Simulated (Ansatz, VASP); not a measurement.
## One calculation of SrTiO3, two programs

```
Sr Ti O
1.0
     3.93086    0.00000    0.00000
     0.00000    3.93086    0.00000
     0.00000    0.00000    3.93086
Sr Ti O
1 1 3
Cartesian
  0.0000 0.0000 0.0000
  1.9654 1.9654 1.9654
  0.0000 1.9654 1.9654
  1.9654 0.0000 1.9654
  1.9654 1.9654 0.0000
```

Change from the starting cell: volume scaled by 1.02, crystal datasets.

Alike in both runs: task electric field gradients; functional PBE; k mesh 7 × 7 × 7; occupations fermi-dirac, width 0.05 eV; no spin polarisation.

|  | VASP | Ansatz |
| --- | --- | --- |
| version | VASP 6.6.1 | Ansatz 0.2.0 |
| potentials or method | VASP PAW PBE potentials, release 64 (Sr_sv, Ti_sv, O), cutoff 520 eV | all-electron PAW with datasets made for the crystal, scalar-relativistic |

|  | VASP | Ansatz | Ansatz less VASP |
| --- | --- | --- | --- |
| gap on the k mesh at the Fermi level (eV) | 1.88 | 1.91 | +0.024 |
| pressure (GPa) | 1.4 | 0.7 | -0.63 |
| size of Vzz on the site where it differs most (V/Å²) | 13.4 | 14.1 | +0.71 |

Ansatz ran all-electron here, and VASP with PAW potentials. Ansatz's warnings: printed levels off.
